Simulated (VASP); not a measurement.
# TiC (Fm-3m) in VASP: a series of runs

The runs below take TiC through single point, relaxation of cell and atoms, with PBE.

Everything below comes from runs of VASP 6.6.1. Logs are shortened: lines on timing, memory, paths and dates and some standing lists are left out, and cuts for length are marked.

## 1. The cell of the first run

Symmetry: Fm-3m, No. 225, cubic system. Conventional cell: a = 4.328 Å, b = 4.328 Å, c = 4.328 Å, α = 90.00°, β = 90.00°, γ = 90.00°. Within 2.9 Å of Ti (site symmetry m-3m) lie 6 C at 2.16 Å. Within 2.9 Å of C (site symmetry m-3m) lie 6 Ti at 2.16 Å.

## 2. Single point, PBE

Input file INCAR:

```
  PREC = Accurate
  ENCUT = 520
  EDIFF = 1E-6
  ISMEAR = 0
  SIGMA = 0.1
  LREAL = F
  LASPH = T
  NELM = 100
  ALGO = Normal
  ISIF = 2
  LWAVE = F
  LCHARG = F
  GGA = PE
  NBANDS = 15
```

Input file KPOINTS:

```
regular mesh
0
Gamma
  8 8 8
```

Input file POSCAR:

```
TiC
1.0
    0.0000000000      2.1640000000      2.1640000000
    2.1640000000      0.0000000000      2.1640000000
    2.1640000000      2.1640000000      0.0000000000
Ti C
1 1
Direct
    0.0000000000      0.0000000000      0.0000000000
    0.5000000000      0.5000000000      0.5000000000
```

Potentials or basis: VASP PAW PBE potentials, release 64 (Ti_sv, C).

Launch:

```bash
> cat potpaw_PBE.64/Ti_sv/POTCAR potpaw_PBE.64/C/POTCAR > POTCAR
> mpirun -np 1 vasp_std > vasp.out
```

OUTCAR:

```text
PREC = Accurate
   ENCUT = 520
   EDIFF = 1E-6
   ISMEAR = 0
   LREAL = F
   LASPH = T
   NELM = 100
   ISIF = 2
   GGA = PE

 ion  position               nearest neighbor table
   1  0.000  0.000  0.000-   2 2.16   2 2.16   2 2.16   2 2.16   2 2.16   2 2.16
   2  0.500  0.500  0.500-   1 2.16   1 2.16   1 2.16   1 2.16   1 2.16   1 2.16

  LATTYP: Found a face centered cubic cell.
 ALAT       =     4.3280000000

  Lattice vectors:

 A1 = (   0.0000000000,   2.1640000000,   2.1640000000)
 A2 = (   2.1640000000,   0.0000000000,   2.1640000000)
 A3 = (   2.1640000000,   2.1640000000,   0.0000000000)

Analysis of symmetry for initial positions (statically):
=====================================================================
 Subroutine PRICEL returns:
 Original cell was already a primitive cell.

 Routine SETGRP: Setting up the symmetry group for a
 face centered cubic supercell.

 Subroutine GETGRP returns: Found 48 space group operations
 (whereof 48 operations were pure point group operations)
 out of a pool of 48 trial point group operations.

The static configuration has the point symmetry O_h .

Analysis of symmetry for dynamics (positions and initial velocities):
=====================================================================
 Subroutine PRICEL returns:
 Original cell was already a primitive cell.

 Routine SETGRP: Setting up the symmetry group for a
 face centered cubic supercell.

 Subroutine GETGRP returns: Found 48 space group operations
 (whereof 48 operations were pure point group operations)
 out of a pool of 48 trial point group operations.

The dynamic configuration has the point symmetry O_h .

 Subroutine INISYM returns: Found 48 space group operations
 (whereof 48 operations are pure point group operations),
 and found     1 'primitive' translations

----------------------------------------------------------------------------------------

                                     Primitive cell

  volume of cell :      20.2676

  direct lattice vectors                    reciprocal lattice vectors
     0.000000000  2.164000000  2.164000000    -0.231053604  0.231053604  0.231053604
     2.164000000  0.000000000  2.164000000     0.231053604 -0.231053604  0.231053604
     2.164000000  2.164000000  0.000000000     0.231053604  0.231053604 -0.231053604

  length of vectors
     3.060358149  3.060358149  3.060358149     0.400196582  0.400196582  0.400196582

  position of ions in fractional coordinates (direct lattice)
     0.000000000  0.000000000  0.000000000
     0.500000000  0.500000000  0.500000000

  ion indices of the primitive-cell ions
   primitive index   ion index
                 1           1
                 2           2

----------------------------------------------------------------------------------------

 KPOINTS: regular mesh

Automatic generation of k-mesh.
 Grid dimensions read from file:
 generate k-points for:    8    8    8

 Generating k-lattice:

  Cartesian coordinates                     Fractional coordinates (reciprocal lattice)
    -0.028881701  0.028881701  0.028881701     0.125000000  0.000000000  0.000000000
     0.028881701 -0.028881701  0.028881701     0.000000000  0.125000000  0.000000000
     0.028881701  0.028881701 -0.028881701     0.000000000  0.000000000  0.125000000

  Length of vectors
     0.050024573  0.050024573  0.050024573

  Shift w.r.t. Gamma in fractional coordinates (k-lattice)
     0.000000000  0.000000000  0.000000000

 Subroutine IBZKPT returns following result:
 ===========================================

 Found     29 irreducible k-points:

 Following reciprocal coordinates:
            Coordinates               Weight
  0.000000  0.000000  0.000000      1.000000
  0.125000  0.000000  0.000000      8.000000
  0.250000  0.000000  0.000000      8.000000
  0.375000  0.000000  0.000000      8.000000
  0.500000  0.000000  0.000000      4.000000
  0.125000  0.125000  0.000000      6.000000
[... 16 lines left out ...]
  0.500000  0.250000  0.125000     48.000000
 -0.375000  0.250000  0.125000     24.000000
 [... further k-points ...]
   k-points           NKPTS =     29   k-points in BZ     NKDIM =     29   number of bands    NBANDS=     15
   number of dos      NEDOS =    301   number of ions     NIONS =      2
   total plane-waves  NPLWV =  13824
   dimension x,y,z NGX =    24 NGY =   24 NGZ =   24
   dimension x,y,z NGXF=    48 NGYF=   48 NGZF=   48
   ions per type =               1   1
   NGX,Y,Z   is equivalent  to a cutoff of  13.04, 13.04, 13.04 a.u.
   NGXF,Y,Z  is equivalent  to a cutoff of  26.07, 26.07, 26.07 a.u.
 SYSTEM =  unknown system
   PREC   = accura    normal or accurate (medium, high low for compatibility)
   ISTART =      0    job   : 0-new  1-cont  2-samecut
   ICHARG =      2    charge: 1-file 2-atom 10-const
   ISPIN  =      1    spin polarized calculation?
   LNONCOLLINEAR =      F non collinear calculations
   LSORBIT =      F    spin-orbit coupling
   LASPH  =      T    aspherical Exc in radial PAW
   ENCUT  =  520.0 eV  38.22 Ry    6.18 a.u.   5.69  5.69  5.69*2*pi/ulx,y,z
   NELM   =    100;   NELMIN=  2; NELMDL= -5     # of ELM steps
   EDIFF  = 0.1E-05   stopping-criterion for ELM
   LREAL  =      F    real-space projection
   EDIFFG = 0.1E-04   stopping-criterion for IOM
   NSW    =      0    number of steps for IOM
   IBRION =     -1    ionic relax: 0-MD 1-quasi-New 2-CG
   NFREE  =      0    steps in history (QN), initial steepest desc. (CG)
   ISIF   =      2    stress and relaxation
   ISYM   =      2    0-nonsym 1-usesym 2-fastsym
   POTIM  = 0.5000    time-step for ionic-motion
   TEBEG  =    0.0;   TEEND  =   0.0 temperature during run
   PSTRESS=    0.0 pullay stress
   NELECT =      16.0000    total number of electrons
   NUPDOWN=      -1.0000    fix difference up-down
   EMIN   =  10.00;   EMAX   =-10.00  energy-range for DOS
   EFERMI =   0.00;   METHOD = LEGACY
   ISMEAR =     0;   SIGMA  =   0.10  broadening in eV -4-tet -1-fermi 0-gaus
   EFERMI_NEDOS =   21; number of points for ismear=-14 and -15
   IALGO  =     38    algorithm
   IMIX   =      4    mixing-type and parameters
     AMIX     =   0.40;   BMIX     =  1.00
     AMIX_MAG =   1.60;   BMIX_MAG =  1.00
  volume/ion in A,a.u.               =      10.13        68.39
  Fermi-wavevector in a.u.,A,eV,Ry     =   1.513030  2.859212 31.147275  2.289260
  Thomas-Fermi vector in A             =   2.622876
   LORBIT       =      0    0 simple, 1 ext, 2 COOP (PROOUT), +10 PAW based schemes
   GGA     = PE    functional components
   LHFCALC =     F    Hartree Fock is set to
   AEXX    =    0.0000 exact exchange contribution
   IVDW    =     0    specifies the selected vdW correction
   LEPSILON=     F    determine dielectric tensor
   LRPA    =     F    only Hartree local field effects (RPA)
 non-spin polarized calculation
 Gauss-broadening in eV      SIGMA  =   0.10
  energy-cutoff  :      520.00
  volume of cell :       20.27
 maximum number of plane-waves:       568
   NGX = 11   NGY = 11   NGZ = 11

 number of electron      16.0000001 magnetization

 Free energy of the ion-electron system (eV)
  ---------------------------------------------------
  ext. energy  EPLUGINS =         0.00000000
  ---------------------------------------------------
  free energy    TOTEN  =       -18.70765207 eV

  energy without entropy =      -18.70584649  energy(sigma->0) =      -18.70674928

 E-fermi :   9.3978     XC(G=0): -12.7097

 val. band max:        9.1934639932   @ k =   0.3750   0.3750   0.0000
 cond. band min:       9.4100663286   @ k =   0.5000   0.5000   0.0000
 fundamental gap:      0.2166023354
 Fermi energy:         9.3977917145

 k-point     1 :       0.0000    0.0000    0.0000
  band No.  band energies     occupation
      1     -47.1433      2.00000
      2     -23.1661      2.00000
      3     -23.1661      2.00000
      4     -23.1661      2.00000
      5      -2.9651      2.00000
      6      10.1340      0.00000
      7      10.1340      0.00000
      8      10.1340      0.00000
      9      11.1248      0.00000
     10      11.1248      0.00000
     11      11.1248      0.00000
     12      11.1571      0.00000
     13      11.1571      0.00000
     14      19.9604      0.00000
     15      23.4819      0.00000

 k-point     2 :       0.1250    0.0000    0.0000
  band No.  band energies     occupation
      1     -47.1326      2.00000
      2     -23.2419      2.00000
      3     -23.1733      2.00000
      4     -23.1733      2.00000
      5      -2.6157      2.00000
      6       8.8116      2.00000
      7       9.1566      1.99935
      8       9.1566      1.99935
      9      10.5508      0.00000
     10      10.5508      0.00000
     11      11.6932      0.00000
     12      13.2139      0.00000
     13      13.2139      0.00000
     14      20.5100      0.00000
     15      23.5424      0.00000

 k-point     3 :       0.2500    0.0000    0.0000
  band No.  band energies     occupation
      1     -47.1067      2.00000
      2     -23.4210      2.00000
      3     -23.1904      2.00000
      4     -23.1904      2.00000
      5      -1.6533      2.00000
      6       6.7051      2.00000
      7       7.7441      2.00000
      8       7.7441      2.00000
      9      11.2080      0.00000
     10      11.2080      0.00000
     11      12.2760      0.00000
     12      15.2925      0.00000
     13      15.2925      0.00000
     14      20.5458      0.00000
     15      23.8482      0.00000

 k-point     4 :       0.3750    0.0000    0.0000
  band No.  band energies     occupation
      1     -47.0806      2.00000
      2     -23.5953      2.00000
      3     -23.2075      2.00000
      4     -23.2075      2.00000
      5      -0.3403      2.00000
      6       4.6858      2.00000
      7       6.8469      2.00000
      8       6.8469      2.00000
      9      11.9928      0.00000
     10      11.9928      0.00000
     11      13.0156      0.00000
     12      16.9411      0.00000
     13      16.9411      0.00000
     14      18.7630      0.00000
     15      25.2550      0.00000
[... 307 lines left out ...]
 k-point    22 :       0.3750    0.2500    0.1250
  band No.  band energies     occupation
      1     -47.0873      2.00000
      2     -23.4562      2.00000
      3     -23.2832      2.00000
      4     -23.2175      2.00000
      5      -1.0869      2.00000
      6       5.7922      2.00000
      7       7.5622      2.00000
      8       7.7163      2.00000
      9      10.5602      0.00000
     10      12.1745      0.00000
     11      13.2313      0.00000
     12      13.7788      0.00000
     13      16.4343      0.00000
     14      21.9628      0.00000
     15      23.2253      0.00000

 k-point    23 :       0.5000    0.2500    0.1250
  band No.  band energies     occupation
      1     -47.0663      2.00000
      2     -23.5493      2.00000
      3     -23.3311      2.00000
      4     -23.2424      2.00000
      5      -0.2232      2.00000
      6       4.9923      2.00000
      7       6.7109      2.00000
      8       7.1615      2.00000
      9      11.3168      0.00000
     10      12.5403      0.00000
     11      13.2881      0.00000
     12      14.7678      0.00000
     13      16.8094      0.00000
     14      21.0273      0.00000
     15      23.5329      0.00000

 k-point    24 :      -0.3750    0.2500    0.1250
  band No.  band energies     occupation
      1     -47.0576      2.00000
      2     -23.5898      2.00000
      3     -23.3437      2.00000
      4     -23.2574      2.00000
      5       0.2133      2.00000
      6       4.5845      2.00000
      7       6.4433      2.00000
      8       6.9394      2.00000
      9      12.0550      0.00000
     10      12.2115      0.00000
     11      13.2415      0.00000
     12      15.8500      0.00000
     13      16.2647      0.00000
     14      20.4439      0.00000
     15      23.6757      0.00000

 [... further k-points ...]

------------------------ aborting loop because EDIFF is reached ----------------------------------------

  FORCE on cell =-STRESS in cart. coord.  units (eV):
  Direction    XX          YY          ZZ          XY          YZ          ZX
  --------------------------------------------------------------------------------------
  -------------------------------------------------------------------------------------
  Total        0.1345774      0.1345774      0.1345774     -0.0000000      0.0000000     -0.0000000
  in kB       10.6385160     10.6385160     10.6385160     -0.0000000      0.0000000     -0.0000000
  external PRESSURE =      10.6385160 kB  Pullay stress =       0.0000000 kB

 VOLUME and BASIS-vectors are now :
 -----------------------------------------------------------------------------
  energy-cutoff  :      520.00
  volume of cell :       20.27
      direct lattice vectors                 reciprocal lattice vectors
     0.000000000  2.164000000  2.164000000    -0.231053604  0.231053604  0.231053604
     2.164000000  0.000000000  2.164000000     0.231053604 -0.231053604  0.231053604
     2.164000000  2.164000000  0.000000000     0.231053604  0.231053604 -0.231053604

 POSITION                                       TOTAL-FORCE (eV/Angst)
 -----------------------------------------------------------------------------------
      0.00000      0.00000      0.00000        -0.000000     -0.000000     -0.000000
      2.16400      2.16400      2.16400         0.000000      0.000000      0.000000
 -----------------------------------------------------------------------------------
    total drift:                                0.000000     -0.000000     -0.000000

  FREE ENERGIE OF THE ION-ELECTRON SYSTEM (eV)
  ---------------------------------------------------
  free  energy   TOTEN  =       -18.7076520746 eV

  energy  without entropy=      -18.7058464918  energy(sigma->0) =      -18.70674928
```

Run time: 6 s. Hardware: 1 thread of Intel Xeon Platinum 8488C (Sapphire Rapids), shared host; peak memory 0.13 GiB.

Results:

| Item | Value |
| --- | --- |
| Free energy | -18.7077 eV |
| Pressure | 1.1 GPa |
| Band gap on the k mesh | zero (band 8 reaches 10.13 eV, above the bottom of band 9 at 9.04 eV) |

## 3. Single point, PBE

This run uses another cell than the first one, of 10.17 Å³/atom, 1.003 times its volume.

Input file INCAR:

```
SYSTEM = TiC
PREC = Accurate
ENCUT = 520
EDIFF = 1E-7
ISMEAR = 0
SIGMA = 0.1
LREAL = .FALSE.
LASPH = .TRUE.
NELM = 100
ALGO = Normal
ISIF = 2
LWAVE = .FALSE.
LCHARG = .FALSE.
GGA = PE
NBANDS = 15
```

Input file KPOINTS:

```
regular mesh
0
G
  16 16 16
  0 0 0
```

Input file POSCAR:

```
TiC
1.0
    0.0000000000      2.1664615333      2.1664615333
    2.1664615333      0.0000000000      2.1664615333
    2.1664615333      2.1664615333      0.0000000000
Ti C
1 1
Direct
    0.0000000000      0.0000000000      0.0000000000
    0.5000000000      0.5000000000      0.5000000000
```

Potentials or basis: VASP PAW PBE potentials, release 64 (Ti_sv, C).

Launch:

```bash
> cat potpaw_PBE.64/Ti_sv/POTCAR potpaw_PBE.64/C/POTCAR > POTCAR
> mpirun -np 1 vasp_std > vasp.out
```

Wall time 24 s (1 thread of Intel Xeon Platinum 8488C (Sapphire Rapids), shared host); peak memory 0.17 GiB.

Results (log left out):

| Property | Result |
| --- | --- |
| Free energy | -18.7095 eV |
| Pressure | 0.2 GPa |
| Band gap on the k mesh | zero (band 8 reaches 10.09 eV, above the bottom of band 9 at 9.00 eV) |

Levels at points of the mesh, in eV from the Fermi level:
```csv
k point,band 5,band 6,band 7,band 8,band 9,band 10,band 11,band 12
"(0.00, 0.00, 0.00)",-12.39,0.70,0.70,0.70,1.68,1.68,1.68,1.72
"(0.50, 0.00, 0.00)",-8.91,-5.83,-2.88,-2.88,2.92,2.92,4.10,8.15
"(0.50, 0.50, 0.00)",-10.10,-3.42,-1.61,-0.03,-0.03,2.71,3.52,3.52
```

(Part 1 of 2 ends here.)
